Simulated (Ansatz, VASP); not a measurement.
CdF2: VASP beside Ansatz

The input POSCAR:

```
CdF2
1.0
    0.0000000000      2.6940000000      2.6940000000
    2.6940000000      0.0000000000      2.6940000000
    2.6940000000      2.6940000000      0.0000000000
Cd F
1 2
Direct
   -0.0185597624      0.0185597624     -0.0185597624
    0.2500000000      0.2500000000      0.2500000000
    0.7500000000      0.7500000000      0.7500000000
```

The input INCAR.step1:

```
  ALGO = Normal
  EDIFF = 1E-4
  ENCUT = 520
  GGA = PE
  ISMEAR = 0
  LASPH = True
  LCHARG = False
  LREAL = False
  LWAVE = True
  NBANDS = 20
  NELM = 60
  PREC = Accurate
  SIGMA = 0.05
```

File INCAR.step2:

```
  ALGO = Normal
  EDIFF = 1E-6
  ENCUT = 520
  ISIF = 2
  ISMEAR = 0
  ISTART = 1
  LASPH = True
  LCHARG = False
  LMIXTAU = True
  LREAL = False
  LWAVE = False
  METAGGA = R2SCAN
  NBANDS = 20
  NELM = 60
  PREC = Accurate
  SIGMA = 0.05
```

File KPOINTS:

```
k-points
0
Gamma
  8 8 8
```

Input for Ansatz:

```yaml
crystal:
  lattice:
    - [0.0, 2.694, 2.694]
    - [2.694, 0.0, 2.694]
    - [2.694, 2.694, 0.0]
  atoms:
    - { symbol: Cd, position: [-0.0185597624, 0.0185597624, -0.0185597624] }
    - { symbol: F, position: [0.25, 0.25, 0.25] }
    - { symbol: F, position: [0.75, 0.75, 0.75] }
basis:
  ecutwfc: 500
kpoints:
  mp_grid: { grid: [8, 8, 8] }
hamiltonian:
  xc: r2scan
scf:
  occupations: { method: gaussian, width: 0.05 }
output:
  forces: true
  stress: true
  eigenvalues: true
```

Change from the starting cell: all Cd atoms moved -0.100 Å, as atom 1 along Cartesian [0 1 0].

Alike in both runs: task single point; functional r2SCAN; k mesh 8 × 8 × 8; occupations gaussian, width 0.05 eV; no spin polarisation.

|  | VASP | Ansatz |
| --- | --- | --- |
| version | VASP 6.6.1 | Ansatz 0.2.0 |
| potentials or method | VASP PAW PBE potentials, release 64 (Cd, F), cutoff 520 eV | scalar-relativistic, plane waves, PAW |
| valence electrons in the cell | 26 | 34 |

|  | VASP | Ansatz | Ansatz less VASP |
| --- | --- | --- | --- |
| gap on the k mesh at the Fermi level (eV) | 3.74 | 3.79 | +0.046 |
| least direct gap on the mesh (eV) | 4.25 | 4.30 | +0.054 |
| pressure (GPa) | 1.6 | 0.6 | -1.02 |
| traceless stress, the component that is largest in VASP (GPa) | -0.33 | -0.28 | +0.047 |
| rms of the force components (eV/Å) | 0.241 | 0.215 | -0.0262 |

VASP's potentials were made for PBE, not for r2SCAN. Atom by atom the forces differ by 0.026 eV/Å (rms over components). VASP's potentials hold 26 valence electrons a cell and Ansatz's 34, so a difference there can come from the potentials and not from the codes.
